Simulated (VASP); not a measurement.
## Sc3B2P: relaxation of cell and atoms with PBE

Crystal: Sc3B2P.

```
CELL_PARAMETERS angstrom
6.43288 0.00000 0.00000
-3.21644 5.57103 0.00000
0.00000 0.00000 2.97830
ATOMIC_POSITIONS crystal
Sc 0.50000 0.00000 0.50000
Sc 0.50000 0.50000 0.50000
Sc 0.00000 0.50000 0.50000
B 0.66667 0.33333 0.00000
B 0.33333 0.66667 0.00000
P 0.00000 0.00000 0.00000
```

The cell was generated, and may not be a known phase.

```json
{
  "Program": "VASP 6.6.1",
  "Task": "relaxation of cell and atoms",
  "Functional": "PBE",
  "Potentials or basis": "VASP PAW PBE potentials, release 64 (Sc_sv, B, P)",
  "Cutoff": "600 eV",
  "k mesh": "6 × 6 × 12",
  "Occupations": "gaussian, width 0.1 eV",
  "Spin": "no spin polarisation",
  "Dipole correction": "no",
  "Further INCAR settings": "ALGO = Fast; EDIFF = 1e-07; IBRION = 2; EDIFFG = -0.01; NSW = 100; ISIF = 3"
}
```

```yaml
Relaxed_volume: 17.86 Å³/atom
Relaxed_cell: a = 6.385 Å, b = 6.385 Å, c = 3.036 Å, α = 90.00°, β = 90.00°, γ = 120.00°
Space_group_after_relaxing_to_0.1_Å: P6/mmm (No. 191)
Energy_gained_by_relaxing: 2.7 meV/atom
Ionic_steps: 7
Pressure_after_relaxing: 0.0 GPa
Band_gap_on_the_k_mesh: zero (bands 22 and 23 overlap by 1.23 eV)
```

Step by step:
```csv
step,energy change (eV),largest force (eV/Å),pressure (GPa),volume (Å³)
1,0.0000,0.0000,0.69,106.74
2,-0.0131,0.0000,-0.41,107.91
3,-0.0134,0.0000,-0.59,108.10
4,-0.0163,0.0000,-0.05,107.29
5,-0.0164,0.0000,0.06,107.13
6,-0.0164,0.0000,0.07,107.12
7,-0.0164,0.0000,0.00,107.18
```

Final structure:
```cif
data_structure
_symmetry_space_group_name_H-M 'P 1'
_symmetry_Int_Tables_number 1
_cell_length_a 6.3848
_cell_length_b 6.3848
_cell_length_c 3.0361
_cell_angle_alpha 90.000
_cell_angle_beta 90.000
_cell_angle_gamma 120.000
_cell_volume 107.18
loop_
_atom_site_label
_atom_site_type_symbol
_atom_site_fract_x
_atom_site_fract_y
_atom_site_fract_z
_atom_site_occupancy
Sc1 Sc 0.50000 0.00000 0.50000 1
Sc2 Sc 0.50000 0.50000 0.50000 1
Sc3 Sc 0.00000 0.50000 0.50000 1
B1 B 0.66667 0.33333 0.00000 1
B2 B 0.33333 0.66667 0.00000 1
P1 P 0.00000 0.00000 0.00000 1
```

Levels at points of the mesh, in eV from the Fermi level:
```tsv
k point	band 19	band 20	band 21	band 22	band 23	band 24	band 25	band 26
(0.00, 0.00, 0.00)	-2.94	-0.07	0.01	0.59	0.59	1.22	1.67	1.67
(0.50, 0.00, 0.00)	-1.18	-0.98	-0.63	0.35	0.61	1.35	1.44	1.87
(0.00, 0.00, 0.50)	-2.56	-0.78	0.07	0.07	0.35	0.35	0.90	0.90
(0.50, 0.00, 0.50)	-2.04	-1.26	-1.04	-1.01	0.55	0.87	1.55	1.56
```

Run time: 28 min on 1 thread of Oxide Virtual Turin-like Processor, on a shared host, peak memory 0.34 GiB.
